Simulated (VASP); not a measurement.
Runs of VASP 6.6.1 on SnTe. The structure is that of space group F-43m (No. 216), or close to it. The cells are those of the table. 

| level | cell | k mesh | grid for exact exchange (PRECFOCK) | share of exact exchange | screening parameter | gap on the mesh (eV) | pressure (GPa) |
| --- | --- | --- | --- | --- | --- | --- | --- |
| r2SCAN | a = 5.011 Å, angles 60.0°, 2 atoms | 6 × 6 × 6 | - | - | - | 0.20 | 1.0 |
| PBE | a = 5.011 Å, angles 60.0°, 2 atoms | 6 × 6 × 6 | - | - | - | (b) | 1.5 |
| HSE06 | a = 5.011 Å, angles 60.0°, 2 atoms | 4 × 4 × 4 | Normal | 0.25 | 0.2079 1/Å | 0.16 | (a) |
| PBE | a = 5.069, b = 5.069, c = 5.057 Å, angles 60.1, 60.1, 60.2°, 2 atoms | 6 × 6 × 6 | - | - | - | (c) | 0.5 |

Alike in all rows: task single point; potentials or basis VASP PAW PBE potentials, release 64 (Sn_d, Te); no spin polarisation; cutoff (eV) 520; smearing fermi-dirac 0.02 eV.

Estimate the missing entries.

(a) 0.8; (b) 0.14; (c) 0.22.

Caveats: spin-orbit coupling is left out, which moves the levels of the heavy elements; the PAW data sets were made with another functional, which shifts forces and pressure a little (at least some runs).

A k mesh can miss the band edges, and the runs leave out spin-orbit coupling on Sn, Te.
